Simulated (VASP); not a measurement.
# BiMo3 (Pm-3m) in VASP: further runs

BiMo3 is run at these levels: PBE; tasks: single point.

Program: VASP 6.6.1. These are calculated values, not measurements. Logs are shortened: lines on timing, memory, paths and dates and some standing lists are left out, and cuts for length are marked.

### Step 1. The cell of the first run

The structure is cubic, space group Pm-3m (No. 221). The conventional cell has a = 4.139 Å, b = 4.139 Å, c = 4.139 Å, α = 90.00°, β = 90.00°, γ = 90.00°. Bi (site symmetry m-3m) has 12 Mo at 2.93 Å within 3.9 Å. Within 3.9 Å of Mo (site symmetry 4/mmm) lie 4 Bi at 2.93 Å and 8 Mo at 2.93 Å.

### Step 2. Single point, PBE

Contents of INCAR:

```
PREC = Accurate
ENCUT = 500
EDIFF = 1E-6
ISMEAR = 0
SIGMA = 0.1
LREAL = False
LASPH = True
NELM = 120
ALGO = Normal
ISIF = 2
LWAVE = False
LCHARG = False
GGA = PE
NBANDS = 36
GGA_COMPAT = False
```

Contents of KPOINTS:

```
regular mesh
0
Gamma
  4 4 4
```

Contents of POSCAR:

```
BiMo3
1.0
    4.1391570994      0.0000000000      0.0000000000
    0.0000000000      4.1391570994      0.0000000000
    0.0000000000      0.0000000000      4.1391570994
Bi Mo
1 3
Direct
    0.0000000000      0.0000000000      0.0000000000
    0.0000000000      0.5000000000      0.5000000000
    0.5000000000      0.0000000000      0.5000000000
    0.5000000000      0.5000000000      0.0000000000
```

Potentials or basis: VASP PAW PBE potentials, release 64 (Bi_d, Mo_sv).

Started as:

```console
> cat potpaw_PBE.64/Bi_d/POTCAR potpaw_PBE.64/Mo_sv/POTCAR > POTCAR
> mpirun -np 1 vasp_std > vasp.out
```

OUTCAR:

```text
PREC = Accurate
   ENCUT = 500
   EDIFF = 1E-6
   ISMEAR = 0
   LREAL = False
   LASPH = True
   NELM = 120
   ISIF = 2
   GGA = PE

 ion  position               nearest neighbor table
   1  0.000  0.000  0.000-   2 2.93   3 2.93   4 2.93   2 2.93   3 2.93   2 2.93   4 2.93   2 2.93
                             3 2.93   4 2.93   3 2.93   4 2.93
   2  0.000  0.500  0.500-   1 2.93   3 2.93   4 2.93   1 2.93   4 2.93   1 2.93   3 2.93   1 2.93
                             3 2.93   4 2.93   4 2.93   3 2.93
   3  0.500  0.000  0.500-   1 2.93   2 2.93   4 2.93   1 2.93   4 2.93   2 2.93   4 2.93   4 2.93
                             1 2.93   2 2.93   1 2.93   2 2.93
   4  0.500  0.500  0.000-   1 2.93   2 2.93   3 2.93   2 2.93   3 2.93   1 2.93   3 2.93   3 2.93
                             1 2.93   2 2.93   2 2.93   1 2.93

  LATTYP: Found a simple cubic cell.
 ALAT       =     4.1391570994

  Lattice vectors:

 A1 = (   4.1391570994,   0.0000000000,   0.0000000000)
 A2 = (   0.0000000000,   4.1391570994,   0.0000000000)
 A3 = (   0.0000000000,   0.0000000000,   4.1391570994)

Analysis of symmetry for initial positions (statically):
=====================================================================
 Subroutine PRICEL returns:
 Original cell was already a primitive cell.

 Routine SETGRP: Setting up the symmetry group for a
 simple cubic supercell.

 Subroutine GETGRP returns: Found 48 space group operations
 (whereof 48 operations were pure point group operations)
 out of a pool of 48 trial point group operations.

The static configuration has the point symmetry O_h .

Analysis of symmetry for dynamics (positions and initial velocities):
=====================================================================
 Subroutine PRICEL returns:
 Original cell was already a primitive cell.

 Routine SETGRP: Setting up the symmetry group for a
 simple cubic supercell.

 Subroutine GETGRP returns: Found 48 space group operations
 (whereof 48 operations were pure point group operations)
 out of a pool of 48 trial point group operations.

The dynamic configuration has the point symmetry O_h .

 Subroutine INISYM returns: Found 48 space group operations
 (whereof 48 operations are pure point group operations),
 and found     1 'primitive' translations

----------------------------------------------------------------------------------------

                                     Primitive cell

  volume of cell :      70.9146

[... 76 lines left out ...]
   NELM   =    120;   NELMIN=  2; NELMDL= -5     # of ELM steps
   EDIFF  = 0.1E-05   stopping-criterion for ELM
   LREAL  =      F    real-space projection
   EDIFFG = 0.1E-04   stopping-criterion for IOM
   NSW    =      0    number of steps for IOM
   IBRION =     -1    ionic relax: 0-MD 1-quasi-New 2-CG
   NFREE  =      0    steps in history (QN), initial steepest desc. (CG)
   ISIF   =      2    stress and relaxation
   ISYM   =      2    0-nonsym 1-usesym 2-fastsym
   POTIM  = 0.5000    time-step for ionic-motion
   TEBEG  =    0.0;   TEEND  =   0.0 temperature during run
   PSTRESS=    0.0 pullay stress
   NELECT =      57.0000    total number of electrons
   NUPDOWN=      -1.0000    fix difference up-down
   EMIN   =  10.00;   EMAX   =-10.00  energy-range for DOS
   EFERMI =   0.00;   METHOD = LEGACY
   ISMEAR =     0;   SIGMA  =   0.10  broadening in eV -4-tet -1-fermi 0-gaus
   EFERMI_NEDOS =   21; number of points for ismear=-14 and -15
   IALGO  =     38    algorithm
   IMIX   =      4    mixing-type and parameters
     AMIX     =   0.40;   BMIX     =  1.00
     AMIX_MAG =   1.60;   BMIX_MAG =  1.00
  volume/ion in A,a.u.               =      17.73       119.64
  Fermi-wavevector in a.u.,A,eV,Ry     =   1.522140  2.876427 31.523468  2.316910
  Thomas-Fermi vector in A             =   2.630760
   LORBIT       =      0    0 simple, 1 ext, 2 COOP (PROOUT), +10 PAW based schemes
   GGA     = PE    functional components
   LHFCALC =     F    Hartree Fock is set to
   AEXX    =    0.0000 exact exchange contribution
   IVDW    =     0    specifies the selected vdW correction
   LEPSILON=     F    determine dielectric tensor
   LRPA    =     F    only Hartree local field effects (RPA)
 non-spin polarized calculation
 Gauss-broadening in eV      SIGMA  =   0.10
  energy-cutoff  :      500.00
  volume of cell :       70.91
 maximum number of plane-waves:      1856
   NGX = 15   NGY = 15   NGZ = 15

 number of electron      56.9999984 magnetization

 Free energy of the ion-electron system (eV)
  ---------------------------------------------------
  ext. energy  EPLUGINS =         0.00000000
  ---------------------------------------------------
  free energy    TOTEN  =       -33.72046963 eV

  energy without entropy =      -33.70013521  energy(sigma->0) =      -33.71030242

 E-fermi :  12.5825     XC(G=0): -12.8081

 val. band max:       12.4656928579   @ k =   0.5000   0.0000   0.0000
 cond. band min:      12.6029702064   @ k =   0.2500   0.2500   0.2500
 fundamental gap:      0.1372773486
 Fermi energy:        12.5824973044

 k-point     1 :       0.0000    0.0000    0.0000
  band No.  band energies     occupation
      1     -48.7466      2.00000
      2     -48.5963      2.00000
      3     -48.5963      2.00000
      4     -23.0990      2.00000
      5     -23.0990      2.00000
      6     -23.0990      2.00000
[... 379 lines left out ...]
     35      15.2971      0.00000
     36      15.2971      0.00000

------------------------ aborting loop because EDIFF is reached ----------------------------------------

  FORCE on cell =-STRESS in cart. coord.  units (eV):
  Direction    XX          YY          ZZ          XY          YZ          ZX
  --------------------------------------------------------------------------------------
  -------------------------------------------------------------------------------------
  Total        0.1290731      0.1290731      0.1290731      0.0000000     -0.0000000      0.0000000
  in kB        2.9161556      2.9161556      2.9161556      0.0000000     -0.0000000      0.0000000
  external PRESSURE =       2.9161556 kB  Pullay stress =       0.0000000 kB

 VOLUME and BASIS-vectors are now :
 -----------------------------------------------------------------------------
  energy-cutoff  :      500.00
  volume of cell :       70.91
      direct lattice vectors                 reciprocal lattice vectors
     4.139157099  0.000000000  0.000000000     0.241595082  0.000000000  0.000000000
     0.000000000  4.139157099  0.000000000     0.000000000  0.241595082  0.000000000
     0.000000000  0.000000000  4.139157099     0.000000000  0.000000000  0.241595082

 POSITION                                       TOTAL-FORCE (eV/Angst)
 -----------------------------------------------------------------------------------
      0.00000      0.00000      0.00000         0.000000      0.000000      0.000000
      0.00000      2.06958      2.06958         0.000000      0.000000      0.000000
      2.06958      0.00000      2.06958         0.000000      0.000000      0.000000
      2.06958      2.06958      0.00000         0.000000      0.000000      0.000000
 -----------------------------------------------------------------------------------
    total drift:                                0.000000      0.000000     -0.000000

  FREE ENERGIE OF THE ION-ELECTRON SYSTEM (eV)
  ---------------------------------------------------
  free  energy   TOTEN  =       -33.7204696349 eV

  energy  without entropy=      -33.7001352110  energy(sigma->0) =      -33.71030242
```

OSZICAR:

```text
N       E                     dE             d eps       ncg     rms          rms(c)
DAV:   1     0.774988933847E+03    0.77499E+03   -0.31631E+04   720   0.183E+03
DAV:   2     0.157337296262E+02   -0.75926E+03   -0.74423E+03   772   0.570E+02
DAV:   3    -0.334913775541E+02   -0.49225E+02   -0.46625E+02   872   0.149E+02
DAV:   4    -0.352645900945E+02   -0.17732E+01   -0.17358E+01   856   0.263E+01
DAV:   5    -0.353207934241E+02   -0.56203E-01   -0.56071E-01  1004   0.484E+00    0.196E+01
DAV:   6    -0.338977770403E+02    0.14230E+01   -0.38667E+00   760   0.120E+01    0.561E+00
DAV:   7    -0.337373972085E+02    0.16038E+00   -0.45527E-01   864   0.426E+00    0.156E+00
DAV:   8    -0.337213631938E+02    0.16034E-01   -0.46621E-02   856   0.148E+00    0.305E-01
DAV:   9    -0.337204655215E+02    0.89767E-03   -0.60945E-03   988   0.604E-01    0.124E-01
DAV:  10    -0.337204667022E+02   -0.11807E-05   -0.38783E-04   888   0.150E-01    0.496E-02
DAV:  11    -0.337204731133E+02   -0.64112E-05   -0.24354E-05   932   0.331E-02    0.736E-03
DAV:  12    -0.337204701712E+02    0.29422E-05   -0.93648E-06   800   0.202E-02    0.181E-03
DAV:  13    -0.337204696349E+02    0.53625E-06   -0.30299E-07   456   0.459E-03
   1 F= -.33720470E+02 E0= -.33710302E+02  d E =-.203344E-01
```

stdout:

```text
POSCAR found type information on POSCAR BiMo
 POSCAR found :  2 types and       4 ions
 scaLAPACK will be used
 LDA part: xc-table for (Slater+PW92), standard interpolation
 POSCAR, INCAR and KPOINTS ok, starting setup
 FFT: planning ... GRIDC
 FFT: planning ... GRID_SOFT
 FFT: planning ... GRID
 WAVECAR not read
 entering main loop
```

Wall time 11 s (1 thread of Intel Xeon 6975P-C (Granite Rapids), shared host); peak memory 0.17 GiB.

What came out:

```
Free energy : -33.7205 eV
Pressure    : 0.3 GPa
```

Levels at points of the mesh, in eV from the Fermi level:
| k point | band 25 | band 26 | band 27 | band 28 | band 29 | band 30 | band 31 | band 32 | band 33 | band 34 |
| --- | --- | --- | --- | --- | --- | --- | --- | --- | --- | --- |
| (0.00, 0.00, 0.00) | -2.02 | -2.02 | -2.02 | -0.16 | -0.16 | -0.16 | 1.43 | 1.64 | 1.64 | 2.57 |
| (0.50, 0.00, 0.00) | -1.52 | -1.40 | -1.40 | -1.07 | -0.14 | -0.12 | -0.12 | 0.09 | 1.51 | 1.75 |
| (0.50, 0.50, 0.00) | -2.50 | -1.30 | -1.30 | -0.45 | -0.35 | -0.35 | -0.23 | 0.21 | 0.44 | 0.79 |
| (0.50, 0.50, 0.50) | -1.69 | -1.69 | -1.69 | -0.15 | -0.15 | -0.15 | 0.46 | 0.46 | 0.52 | 0.60 |

Caveat: the k points lie up to 0.38 Å⁻¹ apart; spin-orbit coupling is left out, which moves the levels of the heavy elements.

### Step 3. Single point, PBE

This run uses another cell than the first one, of 18.31 Å³/atom, 1.033 times its volume.

Contents of INCAR:

```
PREC = Accurate
ENCUT = 500
EDIFF = 1E-6
ISMEAR = 0
SIGMA = 0.1
LREAL = F
LASPH = T
NELM = 120
ALGO = Normal
ISIF = 2
LWAVE = F
LCHARG = F
GGA = PE
NBANDS = 36
GGA_COMPAT = F
```

KPOINTS is that of step 2.

Contents of POSCAR:

```
BiMo3
1.0
    4.1840010262      0.0000000000      0.0000000000
    0.0000000000      4.1840010262      0.0000000000
    0.0000000000      0.0000000000      4.1840010262
Bi Mo
1 3
Direct
    0.0000000000      0.0000000000      0.0000000000
    0.0000000000      0.5000000000      0.5000000000
    0.5000000000      0.0000000000      0.5000000000
    0.5000000000      0.5000000000      0.0000000000
```

Potentials or basis: VASP PAW PBE potentials, release 64 (Bi_d, Mo_sv).

Started as:

```console
> cat potpaw_PBE.64/Bi_d/POTCAR potpaw_PBE.64/Mo_sv/POTCAR > POTCAR
> mpirun -np 1 vasp_std > vasp.out
```

Run time: 11 s. Hardware: 1 thread of Intel Xeon 6975P-C (Granite Rapids), shared host; peak memory 0.17 GiB.

Results (log left out):

| Item | Value |
| --- | --- |
| Free energy | -33.6848 eV |
| Pressure | -5.2 GPa |

Levels at points of the mesh, in eV from the Fermi level:
```
           k point  band 25  band 26  band 27  band 28  band 29  band 30  band 31  band 32  band 33  band 34
(0.00, 0.00, 0.00)    -1.96    -1.96    -1.96    -0.14    -0.14    -0.14     1.21     1.58     1.58     2.46
(0.50, 0.00, 0.00)    -1.43    -1.33    -1.33    -1.01    -0.11    -0.09    -0.09     0.12     1.36     1.69
(0.50, 0.50, 0.00)    -2.44    -1.23    -1.23    -0.40    -0.31    -0.31    -0.22     0.21     0.45     0.78
(0.50, 0.50, 0.50)    -1.59    -1.59    -1.59    -0.13    -0.13    -0.13     0.46     0.46     0.48     0.49
```

Caveat: the k points lie up to 0.38 Å⁻¹ apart; spin-orbit coupling is left out, which moves the levels of the heavy elements.
